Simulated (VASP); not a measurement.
# Nb (Fd-3m) in VASP: notebook, part 2 of 2

VASP 6.6.1. The steps go on from the part before.

### 3 Single point, RPBE

This run uses another cell than the first one, of 26.36 Å³/atom.

INCAR

```
SYSTEM = Nb
PREC = Accurate
ENCUT = 500
EDIFF = 1E-6
ISMEAR = 0
SIGMA = 0.1
LREAL = .FALSE.
LASPH = .TRUE.
NELM = 120
ALGO = Normal
ISIF = 2
LWAVE = .FALSE.
LCHARG = .FALSE.
GGA = RP
NBANDS = 20
GGA_COMPAT = .FALSE.
```

KPOINTS

```
Automatic mesh
0
G
  7 7 7
  0 0 0
```

POSCAR

```
Nb
1.0
    0.0000000000      2.9760248610      2.9760248610
    2.9760248610      0.0000000000      2.9760248610
    2.9760248610      2.9760248610      0.0000000000
Nb
2
Direct
    1.0000000000      1.0000000000      1.0000000000
    0.2500000000      0.2500000000      0.2500000000
```

Potentials or basis: VASP PAW PBE potentials, release 64 (Nb_sv).

The run is started by

```console
cat potpaw_PBE.64/Nb_sv/POTCAR > POTCAR
mpirun -np 1 vasp_std > vasp.out
```

OUTCAR:

```text
SYSTEM = Nb
   PREC = Accurate
   ENCUT = 500
   EDIFF = 1E-6
   ISMEAR = 0
   LREAL = .FALSE.
   LASPH = .TRUE.
   NELM = 120
   ISIF = 2
   GGA = RP

 ion  position               nearest neighbor table
   1  0.000  0.000  0.000-   2 2.58   2 2.58   2 2.58   2 2.58
   2  0.250  0.250  0.250-   1 2.58   1 2.58   1 2.58   1 2.58

  LATTYP: Found a face centered cubic cell.
 ALAT       =     5.9520497220

  Lattice vectors:

 A1 = (   0.0000000000,   2.9760248610,   2.9760248610)
 A2 = (   2.9760248610,   0.0000000000,   2.9760248610)
 A3 = (   2.9760248610,   2.9760248610,   0.0000000000)

Analysis of symmetry for initial positions (statically):
=====================================================================
 Subroutine PRICEL returns:
 Original cell was already a primitive cell.

 Routine SETGRP: Setting up the symmetry group for a
 face centered cubic supercell.

 Subroutine GETGRP returns: Found 48 space group operations
 (whereof 24 operations were pure point group operations)
 out of a pool of 48 trial point group operations.

The static configuration has the point symmetry T_d .
 The point group associated with its full space group is O_h .
[... 153 lines left out ...]
  free energy    TOTEN  =       -14.42268069 eV

  energy without entropy =      -14.41094476  energy(sigma->0) =      -14.41681273

 E-fermi :   6.5293     XC(G=0): -10.1399

 val. band max:        6.5152802261   @ k =   0.4286   0.2857   0.0000
 cond. band min:       6.6090044600   @ k =   0.1429   0.1429   0.0000
 fundamental gap:      0.0937242340
 Fermi energy:         6.5293046264

 k-point     1 :       0.0000    0.0000    0.0000
  band No.  band energies     occupation
      1     -47.9259      2.00000
      2     -47.2920      2.00000
      3     -24.3127      2.00000
      4     -24.3127      2.00000
      5     -24.3127      2.00000
      6     -23.2546      2.00000
[... 449 lines left out ...]
     19      11.4912      0.00000
     20      11.6179      0.00000

------------------------ aborting loop because EDIFF is reached ----------------------------------------

  FORCE on cell =-STRESS in cart. coord.  units (eV):
  Direction    XX          YY          ZZ          XY          YZ          ZX
  --------------------------------------------------------------------------------------
  -------------------------------------------------------------------------------------
  Total       -0.0372811     -0.0372811     -0.0372811     -0.0000000      0.0000000     -0.0000000
  in kB       -1.1330790     -1.1330790     -1.1330790     -0.0000000      0.0000000     -0.0000000
  external PRESSURE =      -1.1330790 kB  Pullay stress =       0.0000000 kB

 VOLUME and BASIS-vectors are now :
 -----------------------------------------------------------------------------
  energy-cutoff  :      500.00
  volume of cell :       52.72
      direct lattice vectors                 reciprocal lattice vectors
     0.000000000  2.976024861  2.976024861    -0.168009349  0.168009349  0.168009349
     2.976024861  0.000000000  2.976024861     0.168009349 -0.168009349  0.168009349
     2.976024861  2.976024861  0.000000000     0.168009349  0.168009349 -0.168009349

 POSITION                                       TOTAL-FORCE (eV/Angst)
 -----------------------------------------------------------------------------------
      0.00000      0.00000      0.00000         0.000000      0.000000      0.000000
      1.48801      1.48801      1.48801        -0.000000     -0.000000     -0.000000
 -----------------------------------------------------------------------------------
    total drift:                               -0.000000      0.000000      0.000000

  FREE ENERGIE OF THE ION-ELECTRON SYSTEM (eV)
  ---------------------------------------------------
  free  energy   TOTEN  =       -14.4226806943 eV

  energy  without entropy=      -14.4109447628  energy(sigma->0) =      -14.41681273
```

OSZICAR:

```text
N       E                     dE             d eps       ncg     rms          rms(c)
DAV:   1     0.289471935016E+03    0.28947E+03   -0.14002E+04   800   0.125E+03
DAV:   2     0.559499399401E+01   -0.28388E+03   -0.27610E+03  1012   0.489E+02
DAV:   3    -0.137741677843E+02   -0.19369E+02   -0.18505E+02  1520   0.980E+01
DAV:   4    -0.144419641938E+02   -0.66780E+00   -0.66037E+00  1064   0.161E+01
DAV:   5    -0.144964761160E+02   -0.54512E-01   -0.54434E-01  1432   0.427E+00    0.730E+00
DAV:   6    -0.143849592932E+02    0.11152E+00   -0.49379E-01  1204   0.629E+00    0.317E+00
DAV:   7    -0.144107007775E+02   -0.25741E-01   -0.12891E-01  1448   0.339E+00    0.120E+00
DAV:   8    -0.144228432335E+02   -0.12142E-01   -0.35947E-02  1316   0.164E+00    0.176E-01
DAV:   9    -0.144225317544E+02    0.31148E-03   -0.28318E-03  1304   0.368E-01    0.173E-01
DAV:  10    -0.144226834794E+02   -0.15173E-03   -0.36178E-04  1004   0.216E-01    0.149E-02
DAV:  11    -0.144226823531E+02    0.11264E-05   -0.16494E-05  1196   0.264E-02    0.672E-03
DAV:  12    -0.144226809690E+02    0.13841E-05   -0.15451E-06   652   0.150E-02    0.184E-03
DAV:  13    -0.144226806943E+02    0.27464E-06   -0.30792E-07   576   0.629E-03
   1 F= -.14422681E+02 E0= -.14416813E+02  d E =-.117359E-01
```

stdout:

```text
POSCAR found type information on POSCAR Nb
 POSCAR found :  1 types and       2 ions
 scaLAPACK will be used
 -----------------------------------------------------------------------------
|                                                                             |
|                                                                             |
|     You enforced a specific xc type in the INCAR file but a different       |
|     I HOPE YOU KNOW WHAT YOU ARE DOING!                                     |
|                                                                             |
 -----------------------------------------------------------------------------

 LDA part: xc-table for (Slater+PW92), standard interpolation
 POSCAR, INCAR and KPOINTS ok, starting setup
 FFT: planning ... GRIDC
 FFT: planning ... GRID_SOFT
 FFT: planning ... GRID
 WAVECAR not read
 entering main loop
```

It took 18 s on 1 thread of Intel Xeon Platinum 8488C (Sapphire Rapids), shared host; peak memory 0.17 GiB.

Results:

```yaml
Free_energy: -14.4227 eV
Pressure: -0.1 GPa
Band_gap_on_the_k_mesh: zero (bands 13 and 14 overlap by 0.86 eV)
```

Caveat: the PAW data sets were made with another functional, which shifts forces and pressure a little.
